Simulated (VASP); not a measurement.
Write the native input for VASP 6.6.1 that does the following.

- Task: single point
- Functional: LDA
- Potentials or basis: VASP PAW LDA potentials, release 64 (Bi_d)
- Cutoff: 520 eV
- k mesh: 6 × 6 × 3
- Occupations: methfessel-paxton, width 0.05 eV
- Spin: no spin polarisation
- Dipole correction: no
- Further INCAR settings: ALGO = Normal; EDIFF = 1e-07; NBANDS = 22

The structure of Bi lies in POSCAR:

```
Bi
1.0
    3.2383762460      0.0000000000      0.0000000000
    0.0000000000      3.2216433200      0.0000000000
   -0.0804548793      0.0000000000      6.4438887882
Bi
2
Direct
    0.5553360000      0.0007030000      0.7502840000
    0.4583770000      0.0127120000      0.2414060000
```

These files were run (other wordings do the same):

INCAR

```
SYSTEM = Bi
ALGO = Normal
EDIFF = 1E-7
ENCUT = 520
ISIF = 2
ISMEAR = 1
LASPH = .True.
LCHARG = .False.
LREAL = .False.
LWAVE = .False.
NBANDS = 22
NELM = 80
PREC = Accurate
SIGMA = 0.05
```

KPOINTS

```
k-points
0
Gamma
  6 6 3
  0 0 0
```

Potentials or basis: VASP PAW LDA potentials, release 64 (Bi_d).

The run is started by

```sh
$ cat potpaw_LDA.64/Bi_d/POTCAR > POTCAR
$ mpirun -np 1 vasp_std > vasp.out
```

Results of the run:

```json
{
  "Pressure": "-1.3 GPa",
  "Largest force": "0.198 eV/Å",
  "Band gap on the k mesh": "zero (band 15 reaches 10.14 eV, above the bottom of band 16 at 4.63 eV)"
}
```

Caveat: spin-orbit coupling is left out, which moves the levels of the heavy elements.

It took 43 s on 1 thread of Intel(R) Xeon(R) Platinum 8259CL CPU @ 2.50GHz (Skylake/Cascade Lake), on a shared host, peak memory 0.18 GiB.
